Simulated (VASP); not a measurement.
Here is a VASP 6.6.1 calculation.

INCAR

```
PREC = Accurate ; ENCUT = 520
EDIFF = 1E-8 ; ISMEAR = -1
SIGMA = 0.15 ; LREAL = F
LASPH = T ; NELM = 60
ALGO = Normal ; ISIF = 2
LWAVE = F ; LCHARG = F
GGA = PS ; NBANDS = 15
IBRION = 8 ; NSW = 1
```

The input KPOINTS:

```
regular mesh
0
Gamma
  18 18 18
```

POSCAR

```
TiC
1.0
    0.0000000000      2.0721891536      2.0721891536
    2.0721891536      0.0000000000      2.0721891536
    2.0721891536      2.0721891536      0.0000000000
Ti C
1 1
Direct
    0.0000000000      0.0000000000      0.0000000000
    0.5000000000      0.5000000000      0.5000000000
```

Potentials or basis: VASP PAW PBE potentials, release 64 (Ti_sv, C).

The run is started by

```bash
$ cat potpaw_PBE.64/Ti_sv/POTCAR potpaw_PBE.64/C/POTCAR > POTCAR
$ mpirun -np 1 vasp_std > vasp.out
```

(1) Estimate the highest phonon frequency at Γ, LO-TO splitting left out.

Results:

(1) 648 cm⁻¹.

Caveat: the cell wasn't relaxed at this level first, which shifts response properties.
